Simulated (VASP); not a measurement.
# KTaO3 (Pm-3m) in VASP: a series of runs, part 3 of 3

VASP 6.6.1. The steps go on from the part before.

## Step 6: Single point, r2SCAN+D4

This run uses another cell than the first one, of 12.94 Å³/atom.

File POSCAR:

```
KTaO3
1.0
    4.0147133525      0.0000000000      0.0000000000
    0.0000000000      4.0147133525      0.0000000000
    0.0000000000      0.0000000000      4.0147133525
Ta K O
1 1 3
Direct
    0.0000000000      0.0000000000      0.0000000000
    0.5000000000      0.5000000000      0.5000000000
    0.0000000000      0.0000000000      0.5000000000
    0.0000000000      0.5000000000      0.0000000000
    0.5000000000      0.0000000000      0.0000000000
```

File INCAR.step1:

```
  PREC = Accurate
  ENCUT = 520
  ISMEAR = -1
  SIGMA = 0.05
  LREAL = F
  LASPH = T
  NELM = 100
  NBANDS = 27
  GGA = PE
  ALGO = Normal
  EDIFF = 1E-4
  LWAVE = T
  LCHARG = F
```

File INCAR.step2:

```
  PREC = Accurate
  ENCUT = 520
  EDIFF = 1E-6
  ISMEAR = -1
  SIGMA = 0.05
  LREAL = F
  LASPH = T
  NELM = 100
  ALGO = Normal
  ISIF = 2
  LWAVE = F
  LCHARG = T
  METAGGA = R2SCAN
  LMIXTAU = T
  IVDW = 13
  VDW_S6 = 1.0
  VDW_S8 = 0.6018749
  VDW_A1 = 0.51559235
  VDW_A2 = 5.77342911
  LELF = T
  LVHAR = T
  NBANDS = 27
  ISTART = 1
```

File KPOINTS:

```
regular mesh
0
Gamma
  7 7 7
```

Potentials or basis: VASP PAW PBE potentials, release 64 (Ta_pv, K_sv, O).

The run is started by

```
cat potpaw_PBE.64/Ta_pv/POTCAR potpaw_PBE.64/K_sv/POTCAR potpaw_PBE.64/O/POTCAR > POTCAR
cp INCAR.step1 INCAR
mpirun -np 1 vasp_std > vasp.out
cp INCAR.step2 INCAR
mpirun -np 1 vasp_std > vasp.out
```

OUTCAR:

```text
PREC = Accurate
   ENCUT = 520
   EDIFF = 1E-6
   ISMEAR = -1
   LREAL = F
   LASPH = T
   NELM = 100
   ISIF = 2
   METAGGA = R2SCAN
   IVDW = 13
   ISTART = 1

 ion  position               nearest neighbor table
   1  0.000  0.000  0.000-   3 2.01   4 2.01   5 2.01   3 2.01   4 2.01   5 2.01   2 3.48   2 3.48
                             2 3.48   2 3.48   2 3.48   2 3.48   2 3.48   2 3.48
   2  0.500  0.500  0.500-   3 2.84   4 2.84   5 2.84   4 2.84   5 2.84   3 2.84   5 2.84   5 2.84
                             3 2.84   4 2.84   4 2.84   3 2.84   1 3.48   1 3.48   1 3.48   1 3.48
   3  0.000  0.000  0.500-   1 2.01   1 2.01   2 2.84   2 2.84   2 2.84   2 2.84
   4  0.000  0.500  0.000-   1 2.01   1 2.01   2 2.84   2 2.84   2 2.84   2 2.84
   5  0.500  0.000  0.000-   1 2.01   1 2.01   2 2.84   2 2.84   2 2.84   2 2.84

  LATTYP: Found a simple cubic cell.
 ALAT       =     4.0147133525

  Lattice vectors:

 A1 = (   4.0147133525,   0.0000000000,   0.0000000000)
 A2 = (   0.0000000000,   4.0147133525,   0.0000000000)
 A3 = (   0.0000000000,   0.0000000000,   4.0147133525)

Analysis of symmetry for initial positions (statically):
=====================================================================
 Subroutine PRICEL returns:
 Original cell was already a primitive cell.

 Routine SETGRP: Setting up the symmetry group for a
 simple cubic supercell.

 Subroutine GETGRP returns: Found 48 space group operations
 (whereof 48 operations were pure point group operations)
 out of a pool of 48 trial point group operations.

The static configuration has the point symmetry O_h .

Analysis of symmetry for dynamics (positions and initial velocities):
=====================================================================
 Subroutine PRICEL returns:
 Original cell was already a primitive cell.

 Routine SETGRP: Setting up the symmetry group for a
 simple cubic supercell.

 Subroutine GETGRP returns: Found 48 space group operations
 (whereof 48 operations were pure point group operations)
 out of a pool of 48 trial point group operations.

The dynamic configuration has the point symmetry O_h .

 Subroutine INISYM returns: Found 48 space group operations
 (whereof 48 operations are pure point group operations),
 and found     1 'primitive' translations

----------------------------------------------------------------------------------------

                                     Primitive cell

  volume of cell :      64.7088

  direct lattice vectors                    reciprocal lattice vectors
     4.014713353  0.000000000  0.000000000     0.249083786  0.000000000  0.000000000
     0.000000000  4.014713353  0.000000000     0.000000000  0.249083786  0.000000000
     0.000000000  0.000000000  4.014713353     0.000000000  0.000000000  0.249083786

  length of vectors
     4.014713353  4.014713353  4.014713353     0.249083786  0.249083786  0.249083786

  position of ions in fractional coordinates (direct lattice)
     0.000000000  0.000000000  0.000000000
     0.500000000  0.500000000  0.500000000
     0.000000000  0.000000000  0.500000000
     0.000000000  0.500000000  0.000000000
     0.500000000  0.000000000  0.000000000

  ion indices of the primitive-cell ions
   primitive index   ion index
                 1           1
[... 30 lines left out ...]

 Following reciprocal coordinates:
            Coordinates               Weight
  0.000000  0.000000  0.000000      1.000000
  0.142857  0.000000  0.000000      6.000000
  0.285714  0.000000  0.000000      6.000000
  0.428571  0.000000  0.000000      6.000000
  0.142857  0.142857  0.000000     12.000000
  0.285714  0.142857  0.000000     24.000000
[... 12 lines left out ...]
  0.428571  0.428571  0.285714     24.000000
  0.428571  0.428571  0.428571      8.000000
   k-points           NKPTS =     20   k-points in BZ     NKDIM =     20   number of bands    NBANDS=     27
   number of dos      NEDOS =    301   number of ions     NIONS =      5
   total plane-waves  NPLWV =  27000
   dimension x,y,z NGX =    30 NGY =   30 NGZ =   30
   dimension x,y,z NGXF=    60 NGYF=   60 NGZF=   60
   ions per type =               1   1   3
   NGX,Y,Z   is equivalent  to a cutoff of  12.42, 12.42, 12.42 a.u.
   NGXF,Y,Z  is equivalent  to a cutoff of  24.85, 24.85, 24.85 a.u.
 SYSTEM =  unknown system
   PREC   = accura    normal or accurate (medium, high low for compatibility)
   ISTART =      1    job   : 0-new  1-cont  2-samecut
   ICHARG =      0    charge: 1-file 2-atom 10-const
   ISPIN  =      1    spin polarized calculation?
   LNONCOLLINEAR =      F non collinear calculations
   LSORBIT =      F    spin-orbit coupling
   LASPH  =      T    aspherical Exc in radial PAW
   ENCUT  =  520.0 eV  38.22 Ry    6.18 a.u.   7.46  7.46  7.46*2*pi/ulx,y,z
   NELM   =    100;   NELMIN=  2; NELMDL=  0     # of ELM steps
   EDIFF  = 0.1E-05   stopping-criterion for ELM
   LREAL  =      F    real-space projection
   EDIFFG = 0.1E-04   stopping-criterion for IOM
   NSW    =      0    number of steps for IOM
   IBRION =     -1    ionic relax: 0-MD 1-quasi-New 2-CG
   NFREE  =      0    steps in history (QN), initial steepest desc. (CG)
   ISIF   =      2    stress and relaxation
   ISYM   =      2    0-nonsym 1-usesym 2-fastsym
   POTIM  = 0.5000    time-step for ionic-motion
   TEBEG  =    0.0;   TEEND  =   0.0 temperature during run
   PSTRESS=    0.0 pullay stress
   NELECT =      38.0000    total number of electrons
   NUPDOWN=      -1.0000    fix difference up-down
   EMIN   =  10.00;   EMAX   =-10.00  energy-range for DOS
   EFERMI =   0.00;   METHOD = LEGACY
   ISMEAR =    -1;   SIGMA  =   0.05  broadening in eV -4-tet -1-fermi 0-gaus
   EFERMI_NEDOS =   21; number of points for ismear=-14 and -15
   IALGO  =     38    algorithm
   IMIX   =      4    mixing-type and parameters
     AMIX     =   0.40;   BMIX     =  1.00
     AMIX_MAG =   1.60;   BMIX_MAG =  1.00
  volume/ion in A,a.u.               =      12.94        87.34
  Fermi-wavevector in a.u.,A,eV,Ry     =   1.370929  2.590679 25.571403  1.879445
  Thomas-Fermi vector in A             =   2.496671
   LORBIT       =      0    0 simple, 1 ext, 2 COOP (PROOUT), +10 PAW based schemes
   METAGGA = R2SCAN    functional components
   LHFCALC =     F    Hartree Fock is set to
   AEXX    =    0.0000 exact exchange contribution
   IVDW    =    13    specifies the selected vdW correction
   LEPSILON=     F    determine dielectric tensor
   LRPA    =     F    only Hartree local field effects (RPA)
 non-spin polarized calculation
  energy-cutoff  :      520.00
  volume of cell :       64.71
 maximum number of plane-waves:      1763
 NGX is ok and might be reduce to    30
   NGX = 15   NGY = 15   NGZ = 15

 number of electron      37.9999978 magnetization

 Free energy of the ion-electron system (eV)
  ---------------------------------------------------
  ext. energy  EPLUGINS =         0.00000000
  ---------------------------------------------------
  free energy    TOTEN  =       -87.15752585 eV

  energy without entropy =      -87.15752585  energy(sigma->0) =      -87.15752585

 E-fermi :   2.3138     XC(G=0): -11.4460

 val. band max:        1.2269093160   @ k =   0.4286   0.4286   0.4286
 cond. band min:       3.8333316047   @ k =   0.0000   0.0000   0.0000
 fundamental gap:      2.6064222887
 Fermi energy:         2.3137934742

 k-point     1 :       0.0000    0.0000    0.0000
  band No.  band energies     occupation
      1     -34.0902      2.00000
      2     -34.0902      2.00000
      3     -34.0902      2.00000
      4     -27.1805      2.00000
      5     -17.1938      2.00000
      6     -16.5304      2.00000
[... 589 lines left out ...]
     26      12.2172      0.00000
     27      13.2334      0.00000

------------------------ aborting loop because EDIFF is reached ----------------------------------------

  DFT-D4 for vdW energy calculation

  Edisp (eV):   -0.29537

  FORCE on cell =-STRESS in cart. coord.  units (eV):
  Direction    XX          YY          ZZ          XY          YZ          ZX
  --------------------------------------------------------------------------------------
  -------------------------------------------------------------------------------------
  Total      -1.45574    -1.45574    -1.45574    -0.00000    -0.00000     0.00000
  in kB     -36.04387   -36.04387   -36.04387    -0.00000    -0.00000     0.00000
  external pressure =      -36.04 kB  Pullay stress =        0.00 kB

 VOLUME and BASIS-vectors are now :
 -----------------------------------------------------------------------------
  energy-cutoff  :      520.00
  volume of cell :       64.71
      direct lattice vectors                 reciprocal lattice vectors
     4.014713353  0.000000000  0.000000000     0.249083786  0.000000000  0.000000000
     0.000000000  4.014713353  0.000000000     0.000000000  0.249083786  0.000000000
     0.000000000  0.000000000  4.014713353     0.000000000  0.000000000  0.249083786

 POSITION                                       TOTAL-FORCE (eV/Angst)
 -----------------------------------------------------------------------------------
      0.00000      0.00000      0.00000         0.000000      0.000000      0.000000
      2.00736      2.00736      2.00736         0.000000      0.000000      0.000000
      0.00000      0.00000      2.00736         0.000000      0.000000      0.000000
      0.00000      2.00736      0.00000         0.000000      0.000000      0.000000
      2.00736      0.00000      0.00000         0.000000      0.000000      0.000000
 -----------------------------------------------------------------------------------
    total drift:                                0.000000     -0.000000      0.000000

  FREE ENERGIE OF THE ION-ELECTRON SYSTEM (eV)
  ---------------------------------------------------
  free  energy   TOTEN  =       -87.4528956778 eV

  energy  without entropy=      -87.4528956777  energy(sigma->0) =      -87.45289568
```

Run time: 4.3 min. Hardware: 1 thread of Intel Xeon 8259CL, shared host; peak memory 0.19 GiB.

Results:

```yaml
Free_energy: -87.4529 eV
Pressure: -3.6 GPa
Band_gap_on_the_k_mesh: 2.61 eV (least direct gap 3.21 eV)
Dispersion_energy_per_atom: -0.059 eV
```

Levels at points of the mesh, in eV from the valence-band top:
```
           k point  band 17  band 18  band 19  band 20  band 21  band 22
(0.00, 0.00, 0.00)    -0.60    -0.60    -0.60     2.61     2.61     2.61
```

Caveat: the cell stands under tension; the PAW data sets were made with another functional, which shifts forces and pressure a little; spin-orbit coupling is left out, which moves the levels of the heavy elements; an odd mesh through Γ misses points on the zone boundary, where band edges can lie. r2SCAN opens gaps a little over a GGA but as a rule still falls short of measured ones.

## Step 7: Summary

| cell | gap on the mesh (eV) | pressure (GPa) |
| --- | --- | --- |
| a = 3.907 Å, 5 atoms | 2.82 | 15.6 |
| a = 3.934 Å, 5 atoms | 2.77 | 10.0 |
| a = 3.962 Å, 5 atoms | 2.71 | 4.9 |
| a = 3.988 Å, 5 atoms | 2.66 | 0.4 |
| a = 4.015 Å, 5 atoms | 2.61 | -3.6 |

Alike in all rows: task single point; level r2SCAN+D4; potentials or basis VASP PAW PBE potentials, release 64 (Ta_pv, K_sv, O); no spin polarisation; k mesh 7 × 7 × 7; cutoff (eV) 520; smearing fermi-dirac 0.05 eV.

Caveats: the PAW data sets were made with another functional, which shifts forces and pressure a little; spin-orbit coupling is left out, which moves the levels of the heavy elements; an odd mesh through Γ misses points on the zone boundary, where band edges can lie; the cell stands under pressure (at least some runs); the cell stands under tension (at least some runs).

Total energies depend on the potentials used, so only differences within one code and one set of settings carry meaning.
